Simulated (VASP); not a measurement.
Set up this calculation in VASP 6.6.1, as the native input.

```yaml
Task: relaxation of cell and atoms
Functional: PBE
Potentials_or_basis: VASP PAW PBE potentials, release 64 (Si, W_sv)
Cutoff: 600 eV
k_mesh: 12 × 12 × 8
Occupations: gaussian, width 0.1 eV
Spin: no spin polarisation
Dipole_correction: no
Further_INCAR_settings: ALGO = Normal; EDIFF = 1e-06; IBRION = 2; EDIFFG = -0.01; NSW = 100; ISIF = 3
```

The structure of Si3W2 lies in POSCAR:

```
Si3W2
1.0
    4.3507903964      0.0000000000      0.0000000000
   -2.1753951982      3.7678950098      0.0000000000
    0.0000000000      0.0000000000      5.0340010350
Si W
3 2
Direct
    0.0000000000      0.0000000000      0.0000000000
    0.3333333333      0.6666666667      0.6115836386
    0.6666666667      0.3333333333      0.3884163614
    0.3333333333      0.6666666667      0.1128162306
    0.6666666667      0.3333333333      0.8871837694
```

The cell was built from a structure type or drawn by symmetry, and may not be a known phase.

One way to write it, as run:

INCAR

```
SYSTEM = Si3W2
PREC = Accurate ; ENCUT = 600
EDIFF = 1E-6 ; ISMEAR = 0
SIGMA = 0.1 ; LREAL = .False.
LASPH = .True. ; NELM = 60
ALGO = Normal ; ISIF = 3
LWAVE = .False. ; LCHARG = .False.
GGA = PE ; IBRION = 2
NSW = 100 ; EDIFFG = -0.01
```

KPOINTS

```
regular mesh
0
Gamma
  12 12 8
  0 0 0
```

Potentials or basis: VASP PAW PBE potentials, release 64 (Si, W_sv).

Launch:

```console
$ cat potpaw_PBE.64/Si/POTCAR potpaw_PBE.64/W_sv/POTCAR > POTCAR
$ mpirun -np 1 vasp_std > vasp.out
```

Results of the run:

```json
{
  "Relaxed volume": "16.57 Å³/atom",
  "Relaxed cell": "a = 4.363 Å, b = 4.363 Å, c = 5.024 Å, α = 90.00°, β = 90.00°, γ = 120.00°",
  "Space group after relaxing (to 0.1 Å)": "P-3m1 (No. 164)",
  "Energy gained by relaxing": "0.7 meV/atom",
  "Ionic steps": "9",
  "Pressure after relaxing": "0.0 GPa",
  "Largest force after relaxing": "0.003 eV/Å",
  "Band gap on the k mesh": "zero (bands 20 and 21 overlap by 1.55 eV)"
}
```

Caveat: spin-orbit coupling is left out, which moves the levels of the heavy elements.

Run time: 26 min on 1 thread of Intel Xeon 8259CL (shared host), peak memory 0.43 GiB.
